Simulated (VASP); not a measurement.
Wanted: the native input for a VASP 6.6.1 run.

| Quantity | Value |
| --- | --- |
| Task | single point |
| Functional | PBE |
| Potentials or basis | VASP PAW PBE potentials, release 64 (Sc_sv, In_d, Rh_pv) |
| Cutoff | 500 eV |
| k mesh | 3 × 3 × 4 |
| Occupations | gaussian, width 0.1 eV |
| Spin | no spin polarisation |
| Dipole correction | no |
| Further INCAR settings | ALGO = Normal; EDIFF = 1e-06; NBANDS = 40 |

The structure of ScIn3Rh lies in POSCAR:

```
ScIn3Rh
1.0
    5.7725182200      0.0000000000      0.0000000000
   -2.8862591100      4.9991474200      0.0000000000
    0.0000000000      0.0000000000      4.4991741500
Sc In Rh
1 3 1
Direct
    0.0000000000      0.0000000000      0.0000000000
    0.4220876900      0.0000000000      0.5000000000
    0.0000000000      0.4220876900      0.5000000000
    0.5779123100      0.5779123100      0.5000000000
    0.0000000000      0.0000000000      0.5000000000
```

The cell was built from a structure type or drawn by symmetry, and may not be a known phase.

One way to write it, as run:

INCAR

```
SYSTEM = ScIn3Rh
PREC = Accurate ; ENCUT = 500
EDIFF = 1E-6 ; ISMEAR = 0
SIGMA = 0.1 ; LREAL = .False.
LASPH = .True. ; NELM = 120
ALGO = Normal ; ISIF = 2
LWAVE = .False. ; LCHARG = .False.
GGA = PE ; NBANDS = 40
GGA_COMPAT = .False.
```

KPOINTS

```
Automatic mesh
0
Gamma
  3 3 4
  0 0 0
```

Potentials or basis: VASP PAW PBE potentials, release 64 (Sc_sv, In_d, Rh_pv).

Run with:

```sh
$ cat potpaw_PBE.64/Sc_sv/POTCAR potpaw_PBE.64/In_d/POTCAR potpaw_PBE.64/Rh_pv/POTCAR > POTCAR
$ mpirun -np 1 vasp_std > vasp.out
```

It gave:

The pressure is 12.4 GPa, the largest force is 2.486 eV/Å and the band gap on the k mesh is zero (an odd number of electrons rules out a gap without spin polarisation).

Caveat: the k points lie up to 0.42 Å⁻¹ apart, too coarse for converged energies and pressures of a metal; spin-orbit coupling is left out, which moves the levels of the heavy elements; forces of over 1 eV/Å act on the atoms, so gaps and moduli don't describe the material at rest.

It took 41 s on 1 thread of Intel(R) Xeon(R) Platinum 8375C CPU @ 2.90GHz (Ice Lake) (shared host), peak memory 0.26 GiB.
